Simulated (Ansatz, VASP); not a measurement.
# BeCd2S3 in VASP and in Ansatz

```xyz
6
Lattice="3.2632 1.8840 3.1192 -3.2632 1.8840 3.1192 0.0000 -3.7680 3.1192" Properties=species:S:1:pos:R:3 pbc="T T T"
Be    0.0000    0.0000    4.6788
Cd    0.0000    0.0000    8.0198
Cd    0.0000    0.0000    1.3377
S     0.0000    1.8840    3.1192
S    -1.6316   -0.9420    3.1192
S     1.6316   -0.9420    3.1192
```

Change from the starting cell: species swapped into the Ca2GePd3 type (R-3m, No. 166).

Alike in both runs: task relaxation of cell and atoms; functional PBE; k mesh 12 × 12 × 12; occupations gaussian, width 0.1 eV; no spin polarisation.

|  | VASP | Ansatz |
| --- | --- | --- |
| version | VASP 6.6.1 | Ansatz 0.2.0 |
| potentials or method | VASP PAW PBE potentials, release 64 (Be, Cd, S), cutoff 600 eV | scalar-relativistic, plane waves, PAW |
| valence electrons in the cell | 44 | 60 |

```csv
,VASP,Ansatz,Ansatz less VASP
"gap on the k mesh at the Fermi level, each at its own relaxed structure (eV)",none,none,-
relaxed volume (Å³/atom),19.32,19.26,-0.063
relaxed length of the cell vector where the two differ most in proportion (Å),4.903,4.896,-0.0062
```

A gap of «none» marks a metal or a gap that the smearing closes. VASP's potentials hold 44 valence electrons a cell and Ansatz's 60, so a difference there can come from the potentials and not from the codes.
